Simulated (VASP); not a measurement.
# CaPtCl6 (Fm-3m) in VASP: further runs

Runs on CaPtCl6. Level: PBE. Tasks: single point.

Program: VASP 6.6.1. These are calculated values, not measurements. Logs are shortened: lines on timing, memory, paths and dates and some standing lists are left out, and cuts for length are marked.

### 1 The cell of the first run

It takes space group Fm-3m (No. 225, cubic). The conventional cell has a = 10.158 Å, b = 10.158 Å, c = 10.158 Å, α = 90.00°, β = 90.00°, γ = 90.00°. Ca (site symmetry m-3m) has 6 Cl at 2.74 Å within 3.6 Å. Within 3.1 Å of Pt (site symmetry m-3m) lie 6 Cl at 2.34 Å. Within 3.1 Å of Cl (site symmetry 4mm) lie 1 Pt at 2.34 Å and 1 Ca at 2.74 Å.

### 2 Single point, PBE

File INCAR:

```
ALGO = Normal
EDIFF = 1E-7
ENCUT = 520
GGA = PE
ISIF = 2
ISMEAR = 0
LASPH = T
LCHARG = T
LELF = T
LREAL = F
LVHAR = T
LWAVE = F
NBANDS = 41
NELM = 80
PREC = Accurate
SIGMA = 0.1
```

File KPOINTS:

```
k-points
0
Gamma
  2 2 2
```

File POSCAR:

```
CaPtCl6
1.0
    0.0000000000      5.0790517221      5.0790517221
    5.0790517221      0.0000000000      5.0790517221
    5.0790517221      5.0790517221      0.0000000000
Ca Pt Cl
1 1 6
Direct
    0.5000000000      0.5000000000      0.5000000000
    0.0000000000      0.0000000000      0.0000000000
    0.7696729472      0.2303270528      0.2303270528
    0.2303270528      0.7696729472      0.7696729472
    0.2303270528      0.7696729472      0.2303270528
    0.7696729472      0.2303270528      0.7696729472
    0.2303270528      0.2303270528      0.7696729472
    0.7696729472      0.7696729472      0.2303270528
```

Potentials or basis: VASP PAW PBE potentials, release 64 (Ca_sv, Pt, Cl).

Launch:

```sh
$ cat potpaw_PBE.64/Ca_sv/POTCAR potpaw_PBE.64/Pt/POTCAR potpaw_PBE.64/Cl/POTCAR > POTCAR
$ mpirun -np 1 vasp_std > vasp.out
```

OUTCAR:

```text
EDIFF = 1E-7
   ENCUT = 520
   GGA = PE
   ISIF = 2
   ISMEAR = 0
   LASPH = T
   LREAL = F
   NELM = 80
   PREC = Accurate

 ion  position               nearest neighbor table
   1  0.500  0.500  0.500-   3 2.74   4 2.74   5 2.74   6 2.74   7 2.74   8 2.74
   2  0.000  0.000  0.000-   3 2.34   4 2.34   5 2.34   6 2.34   7 2.34   8 2.34
   3  0.770  0.230  0.230-   2 2.34   1 2.74
   4  0.230  0.770  0.770-   2 2.34   1 2.74
   5  0.230  0.770  0.230-   2 2.34   1 2.74
   6  0.770  0.230  0.770-   2 2.34   1 2.74
   7  0.230  0.230  0.770-   2 2.34   1 2.74
   8  0.770  0.770  0.230-   2 2.34   1 2.74

  LATTYP: Found a face centered cubic cell.
 ALAT       =    10.1581034442

  Lattice vectors:

 A1 = (   0.0000000000,   5.0790517221,   5.0790517221)
 A2 = (   5.0790517221,   0.0000000000,   5.0790517221)
 A3 = (   5.0790517221,   5.0790517221,   0.0000000000)

Analysis of symmetry for initial positions (statically):
=====================================================================
 Subroutine PRICEL returns:
 Original cell was already a primitive cell.

 Routine SETGRP: Setting up the symmetry group for a
 face centered cubic supercell.

 Subroutine GETGRP returns: Found 48 space group operations
 (whereof 48 operations were pure point group operations)
 out of a pool of 48 trial point group operations.

The static configuration has the point symmetry O_h .

Analysis of symmetry for dynamics (positions and initial velocities):
=====================================================================
 Subroutine PRICEL returns:
 Original cell was already a primitive cell.

 Routine SETGRP: Setting up the symmetry group for a
 face centered cubic supercell.

 Subroutine GETGRP returns: Found 48 space group operations
 (whereof 48 operations were pure point group operations)
 out of a pool of 48 trial point group operations.

The dynamic configuration has the point symmetry O_h .

 Subroutine INISYM returns: Found 48 space group operations
 (whereof 48 operations are pure point group operations),
 and found     1 'primitive' translations

----------------------------------------------------------------------------------------

                                     Primitive cell

  volume of cell :     262.0462

  direct lattice vectors                    reciprocal lattice vectors
     0.000000000  5.079051722  5.079051722    -0.098443573  0.098443573  0.098443573
     5.079051722  0.000000000  5.079051722     0.098443573 -0.098443573  0.098443573
     5.079051722  5.079051722  0.000000000     0.098443573  0.098443573 -0.098443573

  length of vectors
     7.182863829  7.182863829  7.182863829     0.170509270  0.170509270  0.170509270

  position of ions in fractional coordinates (direct lattice)
     0.500000000  0.500000000  0.500000000
     0.000000000  0.000000000  0.000000000
     0.769672947  0.230327053  0.230327053
     0.230327053  0.769672947  0.769672947
     0.230327053  0.769672947  0.230327053
     0.769672947  0.230327053  0.769672947
     0.230327053  0.230327053  0.769672947
     0.769672947  0.769672947  0.230327053

  ion indices of the primitive-cell ions
   primitive index   ion index
                 1           1
                 2           2
                 3           3
                 4           4
                 5           5
                 6           6
                 7           7
                 8           8

----------------------------------------------------------------------------------------

 KPOINTS: k-points

Automatic generation of k-mesh.
 Grid dimensions read from file:
 generate k-points for:    2    2    2

 Generating k-lattice:

  Cartesian coordinates                     Fractional coordinates (reciprocal lattice)
    -0.049221787  0.049221787  0.049221787     0.500000000  0.000000000  0.000000000
     0.049221787 -0.049221787  0.049221787     0.000000000  0.500000000  0.000000000
     0.049221787  0.049221787 -0.049221787     0.000000000  0.000000000  0.500000000

  Length of vectors
     0.085254635  0.085254635  0.085254635

  Shift w.r.t. Gamma in fractional coordinates (k-lattice)
     0.000000000  0.000000000  0.000000000

 Subroutine IBZKPT returns following result:
 ===========================================

 Found      3 irreducible k-points:

 Following reciprocal coordinates:
            Coordinates               Weight
  0.000000  0.000000  0.000000      1.000000
  0.500000  0.000000  0.000000      4.000000
  0.500000  0.500000  0.000000      3.000000
   k-points           NKPTS =      3   k-points in BZ     NKDIM =      3   number of bands    NBANDS=     41
   number of dos      NEDOS =    301   number of ions     NIONS =      8
   total plane-waves  NPLWV = 157464
   dimension x,y,z NGX =    54 NGY =   54 NGZ =   54
   dimension x,y,z NGXF=   108 NGYF=  108 NGZF=  108
   ions per type =               1   1   6
   NGX,Y,Z   is equivalent  to a cutoff of  12.50, 12.50, 12.50 a.u.
   NGXF,Y,Z  is equivalent  to a cutoff of  25.00, 25.00, 25.00 a.u.
 SYSTEM =  unknown system
   PREC   = accura    normal or accurate (medium, high low for compatibility)
   ISTART =      0    job   : 0-new  1-cont  2-samecut
   ICHARG =      2    charge: 1-file 2-atom 10-const
   ISPIN  =      1    spin polarized calculation?
   LNONCOLLINEAR =      F non collinear calculations
   LSORBIT =      F    spin-orbit coupling
   LASPH  =      T    aspherical Exc in radial PAW
   ENCUT  =  520.0 eV  38.22 Ry    6.18 a.u.  13.36 13.36 13.36*2*pi/ulx,y,z
   NELM   =     80;   NELMIN=  2; NELMDL= -5     # of ELM steps
   EDIFF  = 0.1E-06   stopping-criterion for ELM
   LREAL  =      F    real-space projection
   EDIFFG = 0.1E-05   stopping-criterion for IOM
   NSW    =      0    number of steps for IOM
   IBRION =     -1    ionic relax: 0-MD 1-quasi-New 2-CG
   NFREE  =      0    steps in history (QN), initial steepest desc. (CG)
   ISIF   =      2    stress and relaxation
   ISYM   =      2    0-nonsym 1-usesym 2-fastsym
   POTIM  = 0.5000    time-step for ionic-motion
   TEBEG  =    0.0;   TEEND  =   0.0 temperature during run
   PSTRESS=    0.0 pullay stress
   NELECT =      62.0000    total number of electrons
   NUPDOWN=      -1.0000    fix difference up-down
   EMIN   =  10.00;   EMAX   =-10.00  energy-range for DOS
   EFERMI =   0.00;   METHOD = LEGACY
   ISMEAR =     0;   SIGMA  =   0.10  broadening in eV -4-tet -1-fermi 0-gaus
   EFERMI_NEDOS =   21; number of points for ismear=-14 and -15
   IALGO  =     38    algorithm
   IMIX   =      4    mixing-type and parameters
     AMIX     =   0.40;   BMIX     =  1.00
     AMIX_MAG =   1.60;   BMIX_MAG =  1.00
  volume/ion in A,a.u.               =      32.76       221.05
  Fermi-wavevector in a.u.,A,eV,Ry     =   1.012541  1.913426 13.949236  1.025240
  Thomas-Fermi vector in A             =   2.145657
   LORBIT       =      0    0 simple, 1 ext, 2 COOP (PROOUT), +10 PAW based schemes
   GGA     = PE    functional components
   LHFCALC =     F    Hartree Fock is set to
   AEXX    =    0.0000 exact exchange contribution
   IVDW    =     0    specifies the selected vdW correction
   LEPSILON=     F    determine dielectric tensor
   LRPA    =     F    only Hartree local field effects (RPA)
 non-spin polarized calculation
 Gauss-broadening in eV      SIGMA  =   0.10
  energy-cutoff  :      520.00
  volume of cell :      262.05
 maximum number of plane-waves:      7119
 NGX is ok and might be reduce to    54
   NGX = 27   NGY = 27   NGZ = 27

 number of electron      61.9999994 magnetization

 Free energy of the ion-electron system (eV)
  ---------------------------------------------------
  ext. energy  EPLUGINS =         0.00000000
  ---------------------------------------------------
  free energy    TOTEN  =       -26.98446467 eV

  energy without entropy =      -26.98446467  energy(sigma->0) =      -26.98446467

 E-fermi :  -0.7921     XC(G=0):  -7.1983

 val. band max:       -1.2726721487   @ k =   0.5000   0.5000   0.0000
 cond. band min:      -0.1142822137   @ k =   0.5000   0.5000   0.0000
 fundamental gap:      1.1583899350
 Fermi energy:        -0.7920950598

 k-point     1 :       0.0000    0.0000    0.0000
  band No.  band energies     occupation
      1     -41.1254      2.00000
      2     -22.1400      2.00000
      3     -22.1400      2.00000
      4     -22.1400      2.00000
      5     -15.4984      2.00000
      6     -14.7423      2.00000
      7     -14.7423      2.00000
      8     -14.6571      2.00000
      9     -14.6571      2.00000
     10     -14.6571      2.00000
     11      -6.5810      2.00000
     12      -6.2670      2.00000
     13      -6.2670      2.00000
     14      -5.1376      2.00000
     15      -5.1376      2.00000
     16      -5.1376      2.00000
     17      -4.2807      2.00000
     18      -4.2807      2.00000
     19      -4.2807      2.00000
     20      -2.0630      2.00000
     21      -2.0630      2.00000
     22      -2.0630      2.00000
     23      -1.9984      2.00000
     24      -1.9984      2.00000
     25      -1.9984      2.00000
     26      -1.9011      2.00000
     27      -1.9011      2.00000
     28      -1.9011      2.00000
     29      -1.3352      2.00000
     30      -1.3352      2.00000
     31      -1.3352      2.00000
     32       0.2923      0.00000
     33       0.2923      0.00000
     34       3.7032      0.00000
     35       4.1475      0.00000
     36       4.1475      0.00000
     37       4.1475      0.00000
     38       5.3286      0.00000
     39       5.8211      0.00000
     40       5.8211      0.00000
     41       6.3545      0.00000

 k-point     2 :       0.5000    0.0000    0.0000
  band No.  band energies     occupation
      1     -41.1254      2.00000
      2     -22.1404      2.00000
      3     -22.1400      2.00000
      4     -22.1400      2.00000
      5     -15.3802      2.00000
      6     -14.8119      2.00000
      7     -14.7236      2.00000
      8     -14.7236      2.00000
      9     -14.6783      2.00000
     10     -14.6783      2.00000
     11      -6.2372      2.00000
     12      -6.2371      2.00000
     13      -6.1171      2.00000
     14      -5.0710      2.00000
     15      -5.0589      2.00000
     16      -5.0589      2.00000
     17      -4.7121      2.00000
     18      -4.2117      2.00000
     19      -4.2117      2.00000
     20      -2.7197      2.00000
     21      -2.5843      2.00000
     22      -2.5843      2.00000
     23      -1.9773      2.00000
     24      -1.9773      2.00000
     25      -1.8898      2.00000
     26      -1.7163      2.00000
     27      -1.7163      2.00000
     28      -1.6327      2.00000
     29      -1.5455      2.00000
     30      -1.5011      2.00000
     31      -1.5011      2.00000
     32       0.6620      0.00000
     33       0.6620      0.00000
     34       3.9997      0.00000
     35       4.1314      0.00000
     36       4.1314      0.00000
     37       5.0373      0.00000
     38       5.0373      0.00000
     39       5.3929      0.00000
     40       6.1840      0.00000
     41       6.4839      0.00000

 k-point     3 :       0.5000    0.5000    0.0000
  band No.  band energies     occupation
      1     -41.1254      2.00000
      2     -22.1401      2.00000
      3     -22.1401      2.00000
      4     -22.1401      2.00000
      5     -15.4053      2.00000
      6     -14.8446      2.00000
      7     -14.7382      2.00000
      8     -14.6703      2.00000
      9     -14.6636      2.00000
     10     -14.6636      2.00000
     11      -6.5547      2.00000
     12      -6.2687      2.00000
     13      -6.1783      2.00000
     14      -5.1473      2.00000
     15      -5.0086      2.00000
     16      -5.0086      2.00000
     17      -4.1298      2.00000
     18      -4.1298      2.00000
     19      -3.9853      2.00000
     20      -2.5991      2.00000
     21      -2.3906      2.00000
     22      -2.3906      2.00000
     23      -2.1776      2.00000
     24      -2.0337      2.00000
     25      -2.0337      2.00000
     26      -2.0178      2.00000
     27      -2.0178      2.00000
     28      -1.9222      2.00000
     29      -1.3400      2.00000
     30      -1.2727      2.00000
     31      -1.2727      2.00000
     32      -0.1143      0.00000
     33       0.2867      0.00000
     34       3.6922      0.00000
     35       4.1640      0.00000
     36       4.3015      0.00000
     37       4.3015      0.00000
     38       5.8289      0.00000
     39       6.8902      0.00000
     40       6.8979      0.00000
     41       7.6575      0.00000

------------------------ aborting loop because EDIFF is reached ----------------------------------------

  FORCE on cell =-STRESS in cart. coord.  units (eV):
  Direction    XX          YY          ZZ          XY          YZ          ZX
  --------------------------------------------------------------------------------------
  -------------------------------------------------------------------------------------
  Total       -0.1363140     -0.1363140     -0.1363140      0.0000000      0.0000000      0.0000000
  in kB       -0.8334380     -0.8334380     -0.8334380      0.0000000      0.0000000      0.0000000
  external PRESSURE =      -0.8334380 kB  Pullay stress =       0.0000000 kB

 VOLUME and BASIS-vectors are now :
 -----------------------------------------------------------------------------
  energy-cutoff  :      520.00
  volume of cell :      262.05
      direct lattice vectors                 reciprocal lattice vectors
     0.000000000  5.079051722  5.079051722    -0.098443573  0.098443573  0.098443573
     5.079051722  0.000000000  5.079051722     0.098443573 -0.098443573  0.098443573
     5.079051722  5.079051722  0.000000000     0.098443573  0.098443573 -0.098443573

 POSITION                                       TOTAL-FORCE (eV/Angst)
 -----------------------------------------------------------------------------------
      5.07905      5.07905      5.07905         0.000000     -0.000000      0.000000
      0.00000      0.00000      0.00000         0.000000     -0.000000      0.000000
      2.33969      5.07905      5.07905        -0.063564     -0.000000      0.000000
      7.81842      5.07905      5.07905         0.063564     -0.000000      0.000000
      5.07905      2.33969      5.07905         0.000000     -0.063564      0.000000
      5.07905      7.81842      5.07905         0.000000      0.063564      0.000000
      5.07905      5.07905      2.33969         0.000000     -0.000000     -0.063564
      5.07905      5.07905      7.81842         0.000000     -0.000000      0.063564
 -----------------------------------------------------------------------------------
    total drift:                                0.000000      0.000000      0.000000

  FREE ENERGIE OF THE ION-ELECTRON SYSTEM (eV)
  ---------------------------------------------------
  free  energy   TOTEN  =       -26.9844646748 eV

  energy  without entropy=      -26.9844646748  energy(sigma->0) =      -26.98446467
```

Wall time 33 s (1 thread of Intel Xeon 6975P-C (Granite Rapids), shared host); peak memory 0.4 GiB.

What came out:

```
Free energy            : -26.9845 eV
Pressure               : -0.1 GPa
Largest force          : 0.064 eV/Å
Band gap on the k mesh : 1.16 eV
```

Forces in eV/Å, atoms in the order of the input:
```
Ca   0.000  0.000  0.000
Pt   0.000  0.000  0.000
Cl  -0.064  0.000  0.000
Cl   0.064  0.000  0.000
Cl   0.000 -0.064  0.000
Cl   0.000  0.064  0.000
Cl   0.000  0.000 -0.064
Cl   0.000  0.000  0.064
```

Levels at points of the mesh, in eV from the valence-band top:
```tsv
k point	band 27	band 28	band 29	band 30	band 31	band 32	band 33	band 34	band 35	band 36
(0.00, 0.00, 0.00)	-0.63	-0.63	-0.06	-0.06	-0.06	1.56	1.56	4.98	5.42	5.42
(0.50, 0.00, 0.00)	-0.44	-0.36	-0.27	-0.23	-0.23	1.93	1.93	5.27	5.40	5.40
(0.50, 0.50, 0.00)	-0.75	-0.65	-0.07	0.00	0.00	1.16	1.56	4.96	5.44	5.57
```

Caveat: the k points lie up to 0.54 Å⁻¹ apart; spin-orbit coupling is left out, which moves the levels of the heavy elements. A k mesh can miss the band edges.

### 3 Single point, PBE

File INCAR:

```
ALGO     = Normal         # electronic algorithm
EDIFF    = 1E-6           # SCF threshold, eV
ENCUT    = 520            # plane-wave cutoff, eV
GGA      = PE             # functional
ISIF     = 2              # what is computed and relaxed
ISMEAR   = 0              # smearing method
LASPH    = True           # aspherical terms in the spheres
LCHARG   = True           # write CHGCAR
LELF     = True           # ELF
LREAL    = False          # projectors in reciprocal space
LVHAR    = True         
LWAVE    = False          # write WAVECAR
NBANDS   = 41             # bands
NELM     = 100            # most SCF steps
PREC     = Accurate       # precision mode
SIGMA    = 0.1            # smearing width, eV
```

File KPOINTS:

```
k-points
0
Gamma
  4 4 4
```

POSCAR is that of step 2.

Potentials or basis: VASP PAW PBE potentials, release 64 (Ca_sv, Pt, Cl).

Launch:

```sh
$ cat potpaw_PBE.64/Ca_sv/POTCAR potpaw_PBE.64/Pt/POTCAR potpaw_PBE.64/Cl/POTCAR > POTCAR
$ mpirun -np 1 vasp_std > vasp.out
```

Run time: 70 s. Hardware: 1 thread of Intel Xeon 6975P-C (Granite Rapids), shared host; peak memory 0.42 GiB.

It converged, with:

| Property | Result |
| --- | --- |
| Free energy | -27.0048 eV |
| Pressure | -0.1 GPa |
| Largest force | 0.052 eV/Å |
| Band gap on the k mesh | 1.16 eV |

Forces in eV/Å, atoms in the order of the input:
```
Ca   0.000  0.000  0.000
Pt   0.000  0.000  0.000
Cl  -0.052  0.000  0.000
Cl   0.052  0.000  0.000
Cl   0.000 -0.052  0.000
Cl   0.000  0.052  0.000
Cl   0.000  0.000 -0.052
Cl   0.000  0.000  0.052
```

Levels at points of the mesh, in eV from the valence-band top:
```csv
k point,band 27,band 28,band 29,band 30,band 31,band 32,band 33,band 34,band 35,band 36
"(0.00, 0.00, 0.00)",-0.63,-0.63,-0.07,-0.07,-0.07,1.57,1.57,4.98,5.43,5.43
"(0.50, 0.00, 0.00)",-0.45,-0.36,-0.28,-0.23,-0.23,1.94,1.94,5.28,5.41,5.41
"(0.50, 0.50, 0.00)",-0.75,-0.65,-0.07,0.00,0.00,1.16,1.56,4.97,5.44,5.58
```

Caveat: spin-orbit coupling is left out, which moves the levels of the heavy elements. A k mesh can miss the band edges.

[end of part 1 of 2]
